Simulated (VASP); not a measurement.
# Sr (Cmcm) in VASP: a series of runs

Sr is run at these levels: PBE; tasks: single point.

Everything below comes from runs of VASP 6.6.1. Logs are shortened: lines on timing, memory, paths and dates and some standing lists are left out, and cuts for length are marked.

## Step 1: The cell of the first run

Symmetry: Cmcm, No. 63, orthorhombic system. The conventional cell has a = 3.724 Å, b = 8.076 Å, c = 7.259 Å, α = 90.00°, β = 90.00°, γ = 90.00°. Within 4.9 Å of Sr (site symmetry m2m) lie 12 Sr at 3.72 to 4.52 Å.

## Step 2: Single point, PBE

Input file INCAR:

```
PREC = Accurate
ENCUT = 520
EDIFF = 1E-6
ISMEAR = 0
SIGMA = 0.15
LREAL = False
LASPH = True
NELM = 80
ALGO = Fast
ISIF = 2
LWAVE = False
LCHARG = True
GGA = PE
LELF = True
LVHAR = True
NBANDS = 17
```

Input file KPOINTS:

```
Automatic mesh
0
Gamma
  12 12 6
```

Input file POSCAR:

```
Sr
1.0
    3.7236176185      0.0000000000      0.0000000000
   -1.8618088093      4.0378642875      0.0000000000
    0.0000000000      0.0000000000      7.2587820429
Sr
2
Direct
    0.3333333333      0.6666666667      0.2500000000
    0.6666666667      0.3333333333      0.7500000000
```

Potentials or basis: VASP PAW PBE potentials, release 64 (Sr_sv).

The run is started by

```
> cat potpaw_PBE.64/Sr_sv/POTCAR > POTCAR
> mpirun -np 1 vasp_std > vasp.out
```

OUTCAR:

```text
PREC = Accurate
   ENCUT = 520
   EDIFF = 1E-6
   ISMEAR = 0
   LREAL = False
   LASPH = True
   NELM = 80
   ISIF = 2
   GGA = PE

 ion  position               nearest neighbor table
   1  0.333  0.667  0.250-   2 4.30   2 4.30   2 4.30   2 4.30   2 4.52   2 4.52
   2  0.667  0.333  0.750-   1 4.30   1 4.30   1 4.30   1 4.30   1 4.52   1 4.52

  LATTYP: Found a base centered orthorhombic cell.
 ALAT       =     3.7236176185
 B/A-ratio  =     2.1687856817
 C/A-ratio  =     1.9493897566

  Lattice vectors:

 A1 = (   1.8618088093,  -4.0378642875,   0.0000000000)
 A2 = (   1.8618088092,   4.0378642875,   0.0000000000)
 A3 = (   0.0000000000,   0.0000000000,   7.2587820429)

Analysis of symmetry for initial positions (statically):
=====================================================================
 Subroutine PRICEL returns:
 Original cell was already a primitive cell.

 Routine SETGRP: Setting up the symmetry group for a
 base centered orthorhombic supercell.

 Subroutine GETGRP returns: Found  8 space group operations
 (whereof  4 operations were pure point group operations)
 out of a pool of  8 trial point group operations.

The static configuration has the point symmetry C_2h.
 The point group associated with its full space group is D_2h.

Analysis of symmetry for dynamics (positions and initial velocities):
=====================================================================
 Subroutine PRICEL returns:
 Original cell was already a primitive cell.

 Routine SETGRP: Setting up the symmetry group for a
 base centered orthorhombic supercell.

 Subroutine GETGRP returns: Found  8 space group operations
 (whereof  4 operations were pure point group operations)
 out of a pool of  8 trial point group operations.

The dynamic configuration has the point symmetry C_2h.
 The point group associated with its full space group is D_2h.

 Subroutine INISYM returns: Found  8 space group operations
 (whereof  4 operations are pure point group operations),
 and found     1 'primitive' translations

----------------------------------------------------------------------------------------

                                     Primitive cell

  volume of cell :     109.1391

  direct lattice vectors                    reciprocal lattice vectors
     3.723617619  0.000000000  0.000000000     0.268556039  0.123827837  0.000000000
    -1.861808809  4.037864287  0.000000000     0.000000000  0.247655674  0.000000000
     0.000000000  0.000000000  7.258782043     0.000000000  0.000000000  0.137764159

  length of vectors
     3.723617619  4.446423287  7.258782043     0.295729064  0.247655674  0.137764159

  position of ions in fractional coordinates (direct lattice)
     0.333333333  0.666666667  0.250000000
     0.666666667  0.333333333  0.750000000

  ion indices of the primitive-cell ions
   primitive index   ion index
                 1           1
                 2           2

----------------------------------------------------------------------------------------

 KPOINTS: Automatic mesh

Automatic generation of k-mesh.
 Grid dimensions read from file:
 generate k-points for:   12   12    6

 Generating k-lattice:

  Cartesian coordinates                     Fractional coordinates (reciprocal lattice)
     0.022379670  0.010318986  0.000000000     0.083333333  0.000000000  0.000000000
     0.000000000  0.020637973  0.000000000     0.000000000  0.083333333  0.000000000
     0.000000000  0.000000000  0.022960693     0.000000000  0.000000000  0.166666667

  Length of vectors
     0.024644089  0.020637973  0.022960693

  Shift w.r.t. Gamma in fractional coordinates (k-lattice)
     0.000000000  0.000000000  0.000000000

 Subroutine IBZKPT returns following result:
 ===========================================

 Found    172 irreducible k-points:

 Following reciprocal coordinates:
            Coordinates               Weight
  0.000000  0.000000  0.000000      1.000000
  0.083333 -0.000000  0.000000      4.000000
  0.166667 -0.000000  0.000000      4.000000
  0.250000 -0.000000  0.000000      4.000000
  0.333333 -0.000000  0.000000      4.000000
  0.416667 -0.000000  0.000000      4.000000
[... 16 lines left out ...]
  0.333333  0.166667  0.000000      4.000000
  0.416667  0.166667  0.000000      4.000000
 [... further k-points ...]
   k-points           NKPTS =    172   k-points in BZ     NKDIM =    172   number of bands    NBANDS=     17
   number of dos      NEDOS =    301   number of ions     NIONS =      2
   total plane-waves  NPLWV =  54432
   dimension x,y,z NGX =    28 NGY =   36 NGZ =   54
   dimension x,y,z NGXF=    56 NGYF=   72 NGZF=  108
   ions per type =               2
   NGX,Y,Z   is equivalent  to a cutoff of  12.50, 13.46, 12.37 a.u.
   NGXF,Y,Z  is equivalent  to a cutoff of  25.00, 26.92, 24.73 a.u.
 SYSTEM =  unknown system
   PREC   = accura    normal or accurate (medium, high low for compatibility)
   ISTART =      0    job   : 0-new  1-cont  2-samecut
   ICHARG =      2    charge: 1-file 2-atom 10-const
   ISPIN  =      1    spin polarized calculation?
   LNONCOLLINEAR =      F non collinear calculations
   LSORBIT =      F    spin-orbit coupling
   LASPH  =      T    aspherical Exc in radial PAW
   ENCUT  =  520.0 eV  38.22 Ry    6.18 a.u.   6.92  8.27 13.50*2*pi/ulx,y,z
   NELM   =     80;   NELMIN=  2; NELMDL= -5     # of ELM steps
   EDIFF  = 0.1E-05   stopping-criterion for ELM
   LREAL  =      F    real-space projection
   EDIFFG = 0.1E-04   stopping-criterion for IOM
   NSW    =      0    number of steps for IOM
   IBRION =     -1    ionic relax: 0-MD 1-quasi-New 2-CG
   NFREE  =      0    steps in history (QN), initial steepest desc. (CG)
   ISIF   =      2    stress and relaxation
   ISYM   =      2    0-nonsym 1-usesym 2-fastsym
   POTIM  = 0.5000    time-step for ionic-motion
   TEBEG  =    0.0;   TEEND  =   0.0 temperature during run
   PSTRESS=    0.0 pullay stress
   NELECT =      20.0000    total number of electrons
   NUPDOWN=      -1.0000    fix difference up-down
   EMIN   =  10.00;   EMAX   =-10.00  energy-range for DOS
   EFERMI =   0.00;   METHOD = LEGACY
   ISMEAR =     0;   SIGMA  =   0.15  broadening in eV -4-tet -1-fermi 0-gaus
   EFERMI_NEDOS =   21; number of points for ismear=-14 and -15
   IALGO  =     68    algorithm
[... 30 lines left out ...]

 E-fermi :   1.5377     XC(G=0):  -7.3663

 val. band max:        1.5373094777   @ k =   0.0833   0.4167   0.5000
 cond. band min:       1.5424231587   @ k =   0.0833   0.3333   0.0000
 fundamental gap:      0.0051136810
 Fermi energy:         1.5377490820

 k-point     1 :       0.0000    0.0000    0.0000
  band No.  band energies     occupation
      1     -35.0570      2.00000
      2     -35.0464      2.00000
      3     -17.1079      2.00000
      4     -16.9737      2.00000
      5     -16.9546      2.00000
      6     -16.9399      2.00000
[... 9 lines left out ...]
     16       5.2195      0.00000
     17       5.5181      0.00000

 k-point     2 :       0.0833   -0.0000    0.0000
  band No.  band energies     occupation
      1     -35.0548      2.00000
      2     -35.0446      2.00000
      3     -17.1018      2.00000
      4     -16.9746      2.00000
      5     -16.9560      2.00000
      6     -16.9394      2.00000
[... 9 lines left out ...]
     16       4.9389      0.00000
     17       5.1791      0.00000

 k-point     3 :       0.1667   -0.0000    0.0000
  band No.  band energies     occupation
      1     -35.0489      2.00000
      2     -35.0397      2.00000
      3     -17.0847      2.00000
      4     -16.9996      2.00000
      5     -16.9854      2.00000
      6     -16.9737      2.00000
[... 9 lines left out ...]
     16       4.5306      0.00000
     17       4.6242      0.00000

 k-point     4 :       0.2500   -0.0000    0.0000
  band No.  band energies     occupation
      1     -35.0406      2.00000
      2     -35.0330      2.00000
      3     -17.0934      2.00000
      4     -17.0808      2.00000
      5     -17.0597      2.00000
      6     -16.9778      2.00000
[... 9 lines left out ...]
     16       4.3071      0.00000
     17       4.6929      0.00000

 k-point     5 :       0.3333   -0.0000    0.0000
  band No.  band energies     occupation
      1     -35.0321      2.00000
      2     -35.0266      2.00000
      3     -17.1868      2.00000
      4     -17.1751      2.00000
      5     -17.0312      2.00000
      6     -16.9802      2.00000
[... 9 lines left out ...]
     16       4.9796      0.00000
     17       5.0231      0.00000

 k-point     6 :       0.4167   -0.0000    0.0000
  band No.  band energies     occupation
      1     -35.0255      2.00000
      2     -35.0222      2.00000
      3     -17.2544      2.00000
      4     -17.2425      2.00000
      5     -17.0048      2.00000
      6     -16.9820      2.00000
[... 9 lines left out ...]
     16       5.4053      0.00000
     17       5.6589      0.00000

 k-point     7 :       0.5000   -0.0000    0.0000
  band No.  band energies     occupation
      1     -35.0228      2.00000
      2     -35.0208      2.00000
      3     -17.2789      2.00000
      4     -17.2669      2.00000
      5     -16.9910      2.00000
      6     -16.9826      2.00000
[... 9 lines left out ...]
     16       5.7998      0.00000
     17       6.0017      0.00000

 k-point     8 :       0.0000    0.0833    0.0000
  band No.  band energies     occupation
      1     -35.0565      2.00000
      2     -35.0462      2.00000
      3     -17.1051      2.00000
      4     -16.9809      2.00000
      5     -16.9622      2.00000
      6     -16.9409      2.00000
[... 9 lines left out ...]
     16       5.2873      0.00000
     17       5.5644      0.00000
[... 203 lines left out ...]
      1     -35.0553      2.00000
      2     -35.0456      2.00000
      3     -17.0974      2.00000
      4     -17.0005      2.00000
      5     -16.9829      2.00000
      6     -16.9440      2.00000
[... 9 lines left out ...]
     16       5.4189      0.00000
     17       5.5002      0.00000

 k-point    20 :       0.0833    0.1667    0.0000
  band No.  band energies     occupation
      1     -35.0524      2.00000
      2     -35.0435      2.00000
      3     -17.0869      2.00000
      4     -17.0111      2.00000
      5     -16.9957      2.00000
      6     -16.9456      2.00000
[... 9 lines left out ...]
     16       5.0725      0.00000
     17       5.4463      0.00000

 k-point    21 :       0.1667    0.1667    0.0000
  band No.  band energies     occupation
      1     -35.0462      2.00000
      2     -35.0385      2.00000
      3     -17.0669      2.00000
      4     -17.0215      2.00000
      5     -17.0173      2.00000
      6     -16.9923      2.00000
[... 9 lines left out ...]
     16       4.4258      0.00000
     17       5.5932      0.00000

 k-point    22 :       0.2500    0.1667    0.0000
  band No.  band energies     occupation
      1     -35.0380      2.00000
      2     -35.0321      2.00000
      3     -17.1033      2.00000
      4     -17.0846      2.00000
      5     -17.0408      2.00000
      6     -17.0139      2.00000
[... 9 lines left out ...]
     16       4.7215      0.00000
     17       5.4831      0.00000

 k-point    23 :       0.3333    0.1667    0.0000
  band No.  band energies     occupation
      1     -35.0299      2.00000
      2     -35.0262      2.00000
      3     -17.1925      2.00000
      4     -17.1762      2.00000
      5     -17.0128      2.00000
      6     -17.0071      2.00000
[... 9 lines left out ...]
     16       5.2576      0.00000
     17       5.4709      0.00000

 k-point    24 :       0.4167    0.1667    0.0000
  band No.  band energies     occupation
      1     -35.0240      2.00000
      2     -35.0224      2.00000
      3     -17.2555      2.00000
      4     -17.2425      2.00000
      5     -16.9956      2.00000
      6     -16.9894      2.00000
[... 9 lines left out ...]
     16       5.1700      0.00000
     17       5.7434      0.00000

 [... further k-points ...]

------------------------ aborting loop because EDIFF is reached ----------------------------------------

  FORCE on cell =-STRESS in cart. coord.  units (eV):
  Direction    XX          YY          ZZ          XY          YZ          ZX
  --------------------------------------------------------------------------------------
  -------------------------------------------------------------------------------------
  Total        2.8962135     -1.2245683     -0.7355594      0.0000000      0.0000000      0.0000000
  in kB       42.5168039    -17.9768270    -10.7981107      0.0000000      0.0000000      0.0000000
  external PRESSURE =       4.5806221 kB  Pullay stress =       0.0000000 kB

 VOLUME and BASIS-vectors are now :
 -----------------------------------------------------------------------------
  energy-cutoff  :      520.00
  volume of cell :      109.14
      direct lattice vectors                 reciprocal lattice vectors
     3.723617619  0.000000000  0.000000000     0.268556039  0.123827837  0.000000000
    -1.861808809  4.037864287  0.000000000     0.000000000  0.247655674  0.000000000
     0.000000000  0.000000000  7.258782043     0.000000000  0.000000000  0.137764159

 POSITION                                       TOTAL-FORCE (eV/Angst)
 -----------------------------------------------------------------------------------
     -0.00000      2.69191      1.81470        -0.000000      0.154221      0.000000
      1.86181      1.34595      5.44409         0.000000     -0.154221      0.000000
 -----------------------------------------------------------------------------------
    total drift:                                0.000000     -0.000000      0.000000

  FREE ENERGIE OF THE ION-ELECTRON SYSTEM (eV)
  ---------------------------------------------------
  free  energy   TOTEN  =        -3.0451058275 eV

  energy  without entropy=       -3.0095392785  energy(sigma->0) =       -3.02732255
```

Run time: 2.3 min. Hardware: 1 thread of Intel Xeon 6975P-C (Granite Rapids), shared host; peak memory 0.41 GiB.

What came out:

```yaml
Free_energy: -3.0451 eV
Pressure: 0.5 GPa
Largest_force: 0.154 eV/Å
Band_gap_on_the_k_mesh: zero (bands 10 and 11 overlap by 0.27 eV)
```

Forces on the atoms (eV/Å):
```
Sr   0.000  0.154  0.000
Sr   0.000 -0.154  0.000
```

Stress tensor (GPa, compression positive):
```
 4.25  0.00  0.00
 0.00 -1.80  0.00
 0.00  0.00 -1.08
```

Caveat: the cell differs from its parent crystal (strain +e along x and -e along y -0.1100, strain +e along z and -e/2 along x and y +0.0350); the stress differs along the axes, from -2 to 4 GPa.

## Step 3: Single point, PBE

This run uses another cell than the first one, of the same volume but with other edges.

Input file INCAR:

```
PREC = Accurate
ENCUT = 520
EDIFF = 1E-7
ISMEAR = 0
SIGMA = 0.15
LREAL = F
LASPH = T
NELM = 80
ALGO = Fast
ISIF = 2
LWAVE = F
LCHARG = F
GGA = PE
NBANDS = 17
```

Input file KPOINTS:

```
regular mesh
0
Gamma
  12 12 6
```

Input file POSCAR:

```
Sr
1.0
    4.6625240667      0.0000000000      0.0000000000
   -2.3312620334      3.2247474516      0.0000000000
    0.0000000000      0.0000000000      7.2587820429
Sr
2
Direct
    0.3333333333      0.6666666667      0.2500000000
    0.6666666667      0.3333333333      0.7500000000
```

Potentials or basis: VASP PAW PBE potentials, release 64 (Sr_sv).

The run is started by

```
> cat potpaw_PBE.64/Sr_sv/POTCAR > POTCAR
> mpirun -np 1 vasp_std > vasp.out
```

It took 2.7 min on 1 thread of Intel Xeon 6975P-C (Granite Rapids), shared host; peak memory 0.42 GiB.

Results (log left out):

* Free energy: -3.1414 eV
* Pressure: 0.2 GPa
* Largest force: 0.160 eV/Å
* Band gap on the k mesh: zero (bands 10 and 11 overlap by 0.35 eV)

Forces on the atoms (eV/Å):
```
Sr   0.000 -0.160  0.000
Sr   0.000  0.160  0.000
```

Stress tensor (GPa, compression positive):
```
-0.45  0.00  0.00
 0.00  2.07  0.00
 0.00  0.00 -1.01
```

Levels at points of the mesh, in eV from the Fermi level:
| k point | band 6 | band 7 | band 8 | band 9 | band 10 | band 11 | band 12 | band 13 | band 14 | band 15 |
| --- | --- | --- | --- | --- | --- | --- | --- | --- | --- | --- |
| (0.00, 0.00, 0.00) | -18.49 | -18.47 | -18.47 | -3.60 | -1.26 | -0.10 | 1.44 | 1.82 | 1.99 | 3.34 |
| (0.50, 0.00, 0.00) | -18.51 | -18.49 | -18.47 | -1.13 | -0.57 | 0.00 | 0.40 | 1.04 | 1.60 | 3.09 |
| (0.00, 0.50, 0.00) | -18.57 | -18.53 | -18.53 | -0.57 | -0.20 | 0.26 | 0.62 | 1.54 | 1.61 | 2.30 |
| (0.00, 0.00, 0.50) | -18.48 | -18.48 | -18.48 | -2.73 | -2.73 | 1.08 | 1.08 | 1.53 | 1.53 | 3.53 |
| (0.50, 0.00, 0.50) | -18.54 | -18.48 | -18.48 | -0.85 | -0.85 | 0.18 | 0.18 | 1.27 | 1.27 | 3.70 |
| (0.00, 0.50, 0.50) | -18.59 | -18.52 | -18.52 | -0.46 | -0.46 | 0.69 | 0.69 | 1.64 | 1.64 | 2.29 |

Caveat: the cell differs from its parent crystal (strain +e along x and -e along y +0.1100, strain +e along z and -e/2 along x and y +0.0350).

## Step 4: Single point, PBE

This run uses another cell than the first one, of the same volume but with other edges.

Input file INCAR:

```
SYSTEM = Sr
ALGO = Fast
EDIFF = 1E-7
ENCUT = 520
GGA = PE
ISIF = 2
ISMEAR = 0
LASPH = .TRUE.
LCHARG = .FALSE.
LREAL = .FALSE.
LWAVE = .FALSE.
NBANDS = 17
NELM = 60
PREC = Accurate
SIGMA = 0.15
```

Input file KPOINTS:

```
k-points
0
G
  12 12 6
  0 0 0
```

Input file POSCAR:

```
Sr
1.0
    4.8118955471      0.0000000000      0.0000000000
   -2.4059477736      3.3541069482      0.0000000000
    0.0000000000      0.0000000000      6.7678499241
Sr
2
Direct
    0.3333333333      0.6666666667      0.2500000000
    0.6666666667      0.3333333333      0.7500000000
```

The run is started by

```
> cat potpaw_PBE.64/Sr_sv/POTCAR > POTCAR
> mpirun -np 1 vasp_std > vasp.out
```

It took 2.6 min on 1 thread of Intel Xeon 6975P-C (Granite Rapids), shared host; peak memory 0.42 GiB.

Results (log left out):

```
Free energy            : -3.1717 eV
Pressure               : 0.2 GPa
Largest force          : 0.231 eV/Å
Band gap on the k mesh : zero (bands 10 and 11 overlap by 0.14 eV)
```

Forces on the atoms (eV/Å):
```
Sr   0.000 -0.231  0.000
Sr   0.000  0.231  0.000
```

Stress tensor (GPa, compression positive):
```
-1.06  0.00  0.00
 0.00  1.05  0.00
 0.00  0.00  0.65
```

Levels at points of the mesh, in eV from the Fermi level:
```tsv
k point	band 6	band 7	band 8	band 9	band 10	band 11	band 12	band 13	band 14	band 15
(0.00, 0.00, 0.00)	-18.51	-18.51	-18.50	-3.65	-1.00	0.24	1.35	1.90	2.46	2.92
(0.50, 0.00, 0.00)	-18.54	-18.54	-18.51	-1.34	-0.74	0.06	0.30	1.17	1.85	2.64
(0.00, 0.50, 0.00)	-18.59	-18.58	-18.57	-0.74	-0.23	0.22	0.27	1.26	1.77	2.52
(0.00, 0.00, 0.50)	-18.52	-18.52	-18.52	-2.64	-2.64	1.37	1.37	1.43	1.43	3.11
(0.50, 0.00, 0.50)	-18.56	-18.52	-18.52	-0.94	-0.94	0.09	0.09	1.39	1.39	3.30
(0.00, 0.50, 0.50)	-18.60	-18.56	-18.56	-0.52	-0.52	0.61	0.61	1.54	1.54	2.03
```

Caveat: the cell differs from its parent crystal (strain +e along x and -e along y +0.1100, strain +e along z and -e/2 along x and y -0.0350).

## Step 5: Overview

| cell | further INCAR settings | gap on the mesh (eV) | pressure (GPa) | largest force (eV/Å) |
| --- | --- | --- | --- | --- |
| a = 3.724, b = 4.446, c = 7.259 Å, angles 90.0, 90.0, 114.8°, 2 atoms | ALGO = Fast; EDIFF = 1e-06; NBANDS = 17 | none | 0.5 | 0.15 |
| a = 4.663, b = 3.979, c = 7.259 Å, angles 90.0, 90.0, 125.9°, 2 atoms | ALGO = Fast; EDIFF = 1e-07; NBANDS = 17 | none | 0.2 | 0.16 |
| a = 4.812, b = 4.128, c = 6.768 Å, angles 90.0, 90.0, 125.7°, 2 atoms | ALGO = Fast; EDIFF = 1e-07; NBANDS = 17 | none | 0.2 | 0.23 |

Alike in all rows: task single point; level PBE; potentials or basis VASP PAW PBE potentials, release 64 (Sr_sv); no spin polarisation; k mesh 12 × 12 × 6; cutoff (eV) 520; smearing gaussian 0.15 eV.

Caveats: the stress differs along the axes, from -2 to 4 GPa (at least some runs).

Absolute energies hang on the potentials; compare differences alone.

The gap in the log of VASP goes by the Fermi energy; the results here count the filled bands.